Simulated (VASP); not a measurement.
Input of a VASP 6.6.1 run:

File INCAR:

```
SYSTEM = Ga2AsP
PREC = Accurate ; ENCUT = 400
EDIFF = 1E-6 ; ISMEAR = -1
SIGMA = 0.05 ; LREAL = .False.
LASPH = .True. ; NELM = 120
ALGO = Normal ; ISIF = 2
LWAVE = .False. ; LCHARG = .False.
GGA = PS ; NBANDS = 26
GGA_COMPAT = .False.
```

The input KPOINTS:

```
regular mesh
0
Gamma
  6 6 4
  0 0 0
```

POSCAR

```
Ga2AsP
1.0
    2.7192440000      2.7192440000      0.0000000000
   -2.7192440000      2.7192440000      0.0000000000
    0.0000000000      0.0000000000      5.6323110000
Ga As P
2 1 1
Direct
    0.0000000000      0.0000000000      0.0000000000
    0.5000000000      0.5000000000      0.5172060000
    0.5000000000      0.0000000000      0.2586030000
    0.0000000000      0.5000000000      0.7586030000
```

Potentials or basis: VASP PAW PBE potentials, release 64 (Ga_d, As, P).

Launch:

```bash
$ cat potpaw_PBE.64/Ga_d/POTCAR potpaw_PBE.64/As/POTCAR potpaw_PBE.64/P/POTCAR > POTCAR
$ mpirun -np 1 vasp_std > vasp.out
```

Q: What does it give for the band gap on the k mesh?

A: 0.94 eV (least direct gap 1.15 eV).

Q: Estimate the largest force.

A: 0.043 eV/Å.

Q: Estimate the pressure.

A: 1.9 GPa.

Forces on the atoms (eV/Å):
```
Ga   0.000  0.000 -0.043
Ga   0.000  0.000  0.043
As   0.000  0.000  0.000
P    0.000  0.000  0.000
```

Caveat: the PAW data sets were made with another functional, which shifts forces and pressure a little. A k mesh can miss the band edges.
